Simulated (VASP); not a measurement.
# B (P6_3/mmc) in VASP: further runs

B is run at these levels: r2SCAN; tasks: single point.

All numbers are computed with VASP 6.6.1; they aren't measurements. Logs are shortened: lines on timing, memory, paths and dates and some standing lists are left out, and cuts for length are marked.

## 1. The cell of the first run

Symmetry: P6_3/mmc, No. 194, hexagonal system. The conventional cell has a = 1.637 Å, b = 1.637 Å, c = 14.886 Å, α = 90.00°, β = 90.00°, γ = 120.00°. Within 2.2 Å of B (site symmetry -3m) lie 6 B at 1.64 Å. Within 2.2 Å of B (site symmetry -6m2) lie 6 B at 1.64 Å.

## 2. Single point, r2SCAN (volume scaled by 0.88)

POSCAR reads:

```
B
1.0
    1.6366632345      0.0000000000      0.0000000000
   -0.8183316172      1.4173919385      0.0000000000
    0.0000000000      0.0000000000     14.8855637181
B
4
Direct
    0.0000000000      0.0000000000      0.0000000000
    0.0000000000      0.0000000000      0.5000000000
    0.3333333333      0.6666666667      0.2500000000
    0.6666666667      0.3333333333      0.7500000000
```

INCAR.step1 reads:

```
SYSTEM = B
  PREC = Accurate
  ENCUT = 520
  ISMEAR = -1
  SIGMA = 0.1
  LREAL = .False.
  LASPH = .True.
  NELM = 60
  NBANDS = 14
  GGA = PE
  ALGO = Normal
  EDIFF = 1E-4
  LWAVE = .True.
  LCHARG = .False.
```

INCAR.step2 reads:

```
SYSTEM = B
  PREC = Accurate
  ENCUT = 520
  EDIFF = 1E-6
  ISMEAR = -1
  SIGMA = 0.1
  LREAL = .False.
  LASPH = .True.
  NELM = 60
  ALGO = Normal
  ISIF = 2
  LWAVE = .False.
  LCHARG = .False.
  METAGGA = R2SCAN
  LMIXTAU = .True.
  NBANDS = 14
  ISTART = 1
```

KPOINTS reads:

```
Automatic mesh
0
Gamma
  23 23 3
  0 0 0
```

Potentials or basis: VASP PAW PBE potentials, release 64 (B).

Started as:

```bash
$ cat potpaw_PBE.64/B/POTCAR > POTCAR
$ cp INCAR.step1 INCAR
$ mpirun -np 1 vasp_std > vasp.out
$ cp INCAR.step2 INCAR
$ mpirun -np 1 vasp_std > vasp.out
```

OUTCAR:

```text
SYSTEM = B
   PREC = Accurate
   ENCUT = 520
   EDIFF = 1E-6
   ISMEAR = -1
   LREAL = .False.
   LASPH = .True.
   NELM = 60
   ISIF = 2
   METAGGA = R2SCAN
   ISTART = 1

 ion  position               nearest neighbor table
   1  0.000  0.000  0.000-
   2  0.000  0.000  0.500-
   3  0.333  0.667  0.250-
   4  0.667  0.333  0.750-

  LATTYP: Found a hexagonal cell.
 ALAT       =     1.6366632345
 C/A-ratio  =     9.0950681877

  Lattice vectors:

 A1 = (   1.6366632345,   0.0000000000,   0.0000000000)
 A2 = (  -0.8183316172,   1.4173919385,   0.0000000000)
 A3 = (   0.0000000000,   0.0000000000,  14.8855637181)

Analysis of symmetry for initial positions (statically):
=====================================================================
 Subroutine PRICEL returns:
 Original cell was already a primitive cell.

 Routine SETGRP: Setting up the symmetry group for a
 hexagonal supercell.

 Subroutine GETGRP returns: Found 24 space group operations
 (whereof 12 operations were pure point group operations)
 out of a pool of 24 trial point group operations.

The static configuration has the point symmetry D_3d.
 The point group associated with its full space group is D_6h.

Analysis of symmetry for dynamics (positions and initial velocities):
=====================================================================
 Subroutine PRICEL returns:
 Original cell was already a primitive cell.

 Routine SETGRP: Setting up the symmetry group for a
 hexagonal supercell.

 Subroutine GETGRP returns: Found 24 space group operations
 (whereof 12 operations were pure point group operations)
 out of a pool of 24 trial point group operations.

The dynamic configuration has the point symmetry D_3d.
 The point group associated with its full space group is D_6h.

 Subroutine INISYM returns: Found 24 space group operations
 (whereof 12 operations are pure point group operations),
 and found     1 'primitive' translations

----------------------------------------------------------------------------------------

                                     Primitive cell

  volume of cell :      34.5314

  direct lattice vectors                    reciprocal lattice vectors
     1.636663235  0.000000000  0.000000000     0.610999245  0.352760578  0.000000000
[... 94 lines left out ...]
   IBRION =     -1    ionic relax: 0-MD 1-quasi-New 2-CG
   NFREE  =      0    steps in history (QN), initial steepest desc. (CG)
   ISIF   =      2    stress and relaxation
   ISYM   =      2    0-nonsym 1-usesym 2-fastsym
   POTIM  = 0.5000    time-step for ionic-motion
   TEBEG  =    0.0;   TEEND  =   0.0 temperature during run
   PSTRESS=    0.0 pullay stress
   NELECT =      12.0000    total number of electrons
   NUPDOWN=      -1.0000    fix difference up-down
   EMIN   =  10.00;   EMAX   =-10.00  energy-range for DOS
   EFERMI =   0.00;   METHOD = LEGACY
   ISMEAR =    -1;   SIGMA  =   0.10  broadening in eV -4-tet -1-fermi 0-gaus
   EFERMI_NEDOS =   21; number of points for ismear=-14 and -15
   IALGO  =     38    algorithm
   IMIX   =      4    mixing-type and parameters
     AMIX     =   0.40;   BMIX     =  1.00
     AMIX_MAG =   1.60;   BMIX_MAG =  1.00
  volume/ion in A,a.u.               =       8.63        58.26
  Fermi-wavevector in a.u.,A,eV,Ry     =   1.150969  2.175017 18.024049  1.324730
  Thomas-Fermi vector in A             =   2.287630
   LORBIT       =      0    0 simple, 1 ext, 2 COOP (PROOUT), +10 PAW based schemes
   METAGGA = R2SCAN    functional components
   LHFCALC =     F    Hartree Fock is set to
   AEXX    =    0.0000 exact exchange contribution
   IVDW    =     0    specifies the selected vdW correction
   LEPSILON=     F    determine dielectric tensor
   LRPA    =     F    only Hartree local field effects (RPA)
 non-spin polarized calculation
  energy-cutoff  :      520.00
  volume of cell :       34.53
 maximum number of plane-waves:       966
 NGX is ok and might be reduce to    12
   NGX =  5   NGY =  5   NGZ = 55

 number of electron      12.0000000 magnetization

 Free energy of the ion-electron system (eV)
  ---------------------------------------------------
  ext. energy  EPLUGINS =         0.00000000
  ---------------------------------------------------
  free energy    TOTEN  =       -26.07070948 eV

  energy without entropy =      -26.05302604  energy(sigma->0) =      -26.06186776

 E-fermi :   5.8846     XC(G=0): -10.8280

 val. band max:        5.8203816322   @ k =   0.3913   0.2174   0.0000
 cond. band min:       5.9451382749   @ k =   0.2609   0.1304   0.3333
 fundamental gap:      0.1247566427
 Fermi energy:         5.8846284489

 k-point     1 :       0.0000    0.0000    0.0000
  band No.  band energies     occupation
      1     -13.5119      2.00000
      2     -13.3929      2.00000
      3     -13.3929      2.00000
      4     -13.2659      2.00000
      5      -4.1049      2.00000
      6      -3.3862      2.00000
      7      -3.3862      2.00000
      8      -2.5289      2.00000
      9       7.8029      0.00000
     10      10.2344      0.00000
     11      10.2344      0.00000
     12      14.3201      0.00000
     13      18.6359      0.00000
     14      24.5241      0.00000
[... 377 lines left out ...]
      1     -12.3420      2.00000
      2     -12.2351      2.00000
      3     -12.2350      2.00000
      4     -12.1218      2.00000
      5      -2.3661      2.00000
      6      -1.6564      2.00000
      7      -1.6564      2.00000
      8      -0.8014      2.00000
      9       9.2648      0.00000
     10      11.7093      0.00000
     11      11.7093      0.00000
     12      15.9763      0.00000
     13      19.4814      0.00000
     14      25.2645      0.00000

 [... further k-points ...]
[... 5 lines left out ...]
  --------------------------------------------------------------------------------------
  -------------------------------------------------------------------------------------
  Total        8.8108155      8.8108154     -0.2464740      0.0000000     -0.0000000      0.0000000
  in kB      408.8011567    408.8011567    -11.4358163      0.0000000     -0.0000000      0.0000000
  external PRESSURE =     268.7221657 kB  Pullay stress =       0.0000000 kB

 VOLUME and BASIS-vectors are now :
 -----------------------------------------------------------------------------
  energy-cutoff  :      520.00
  volume of cell :       34.53
      direct lattice vectors                 reciprocal lattice vectors
     1.636663235  0.000000000  0.000000000     0.610999245  0.352760578  0.000000000
    -0.818331617  1.417391939  0.000000000     0.000000000  0.705521157  0.000000000
     0.000000000  0.000000000 14.885563718     0.000000000  0.000000000  0.067179182

 POSITION                                       TOTAL-FORCE (eV/Angst)
 -----------------------------------------------------------------------------------
      0.00000      0.00000      0.00000         0.000000      0.000000      0.000000
      0.00000      0.00000      7.44278         0.000000      0.000000      0.000000
     -0.00000      0.94493      3.72139        -0.000000      0.000000     -0.000000
      0.81833      0.47246     11.16417        -0.000000     -0.000000      0.000000
 -----------------------------------------------------------------------------------
    total drift:                                0.000000      0.000000      0.000000

  FREE ENERGIE OF THE ION-ELECTRON SYSTEM (eV)
  ---------------------------------------------------
  free  energy   TOTEN  =       -26.0707094833 eV

  energy  without entropy=      -26.0530260355  energy(sigma->0) =      -26.06186776
```

OUTCAR.step1:

```text
SYSTEM = B
   PREC = Accurate
   ENCUT = 520
   ISMEAR = -1
   LREAL = .False.
   LASPH = .True.
[... 639 lines left out ...]
      0.00000      0.00000      7.44278         0.000000     -0.000000      0.000000
     -0.00000      0.94493      3.72139         0.000000      0.000000     -0.000000
      0.81833      0.47246     11.16417        -0.000000      0.000000      0.000000
 -----------------------------------------------------------------------------------
    total drift:                                0.000000      0.000000      0.000000

  FREE ENERGIE OF THE ION-ELECTRON SYSTEM (eV)
  ---------------------------------------------------
  free  energy   TOTEN  =       -23.6064071035 eV

  energy  without entropy=      -23.5871155793  energy(sigma->0) =      -23.59676134
```

OSZICAR.step1:

```text
N       E                     dE             d eps       ncg     rms          rms(c)
DAV:   1     0.246911269118E+02    0.24691E+02   -0.59778E+03  3136   0.776E+02
DAV:   2    -0.248983664370E+02   -0.49589E+02   -0.45967E+02  4170   0.167E+02
DAV:   3    -0.263250516207E+02   -0.14267E+01   -0.13958E+01  3988   0.227E+01
DAV:   4    -0.263320730827E+02   -0.70215E-02   -0.70118E-02  3954   0.184E+00
DAV:   5    -0.263321516963E+02   -0.78614E-04   -0.78524E-04  4052   0.155E-01    0.762E+00
DAV:   6    -0.241998504144E+02    0.21323E+01   -0.10379E+00  3742   0.619E+00    0.415E+00
DAV:   7    -0.235956199197E+02    0.60423E+00   -0.10590E+00  3730   0.621E+00    0.911E-01
DAV:   8    -0.236058060153E+02   -0.10186E-01   -0.52907E-02  3670   0.133E+00    0.152E-01
DAV:   9    -0.236061449123E+02   -0.33890E-03   -0.61016E-04  3758   0.171E-01    0.617E-02
DAV:  10    -0.236063987251E+02   -0.25381E-03   -0.20220E-04  3314   0.887E-02    0.657E-03
DAV:  11    -0.236064071035E+02   -0.83784E-05   -0.14388E-05  2312   0.227E-02
   1 F= -.23606407E+02 E0= -.23596761E+02  d E =-.192915E-01
```

It took 61 s on 1 thread of Intel Xeon 6975P-C (Granite Rapids), shared host; peak memory 0.16 GiB.

What came out:

```yaml
Free_energy: -26.0707 eV
Pressure: 26.9 GPa
Band_gap_on_the_k_mesh: zero (band 6 reaches 9.58 eV, above the bottom of band 7 at -3.39 eV)
```

Caveat: the PAW data sets were made with another functional, which shifts forces and pressure a little.

[end of part 1 of 2]
